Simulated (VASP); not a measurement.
Crystal: Os.

```xyz
1
Lattice="0.0000 1.9450 1.9450 1.9450 0.0000 1.9450 1.9450 1.9450 0.0000" Properties=species:S:1:pos:R:3 pbc="T T T"
Os    0.0000    0.0000    0.0000
```

| Property | Result |
| --- | --- |
| Program | VASP 6.6.1 |
| Task | relaxation of cell and atoms |
| Functional | r2SCAN |
| Potentials or basis | VASP PAW PBE potentials, release 64 (Os) |
| Cutoff | 600 eV |
| k mesh | 10 × 10 × 10 |
| Occupations | fermi-dirac, width 0.05 eV |
| Spin | no spin polarisation |

At the start: pressure -15.7 GPa; volume 14.72 Å³/atom.

Q: Where does the relaxation end?

A: Over 5 steps the energy falls by 30.0 meV/atom and the volume is 14.13 Å³/atom (-4.0 %); space group Fm-3m (No. 225, to 0.05 Å).

The path:
```tsv
step	energy change (eV)	largest force (eV/Å)	pressure (GPa)	volume (Å³)
1	0.0000	0.0000	-15.66	14.72
2	0.6460	0.0000	113.17	11.86
3	-0.0298	0.0000	-1.33	14.17
4	-0.0300	0.0000	-0.29	14.14
5	-0.0300	0.0000	0.06	14.13
```

Final structure:
```xyz
1
Lattice="0.0000 1.9187 1.9187 1.9187 0.0000 1.9187 1.9187 1.9187 0.0000" Properties=species:S:1:pos:R:3 pbc="T T T"
Os    0.0000    0.0000    0.0000
```

Caveat: the PAW data sets were made with another functional, which shifts forces and pressure a little.
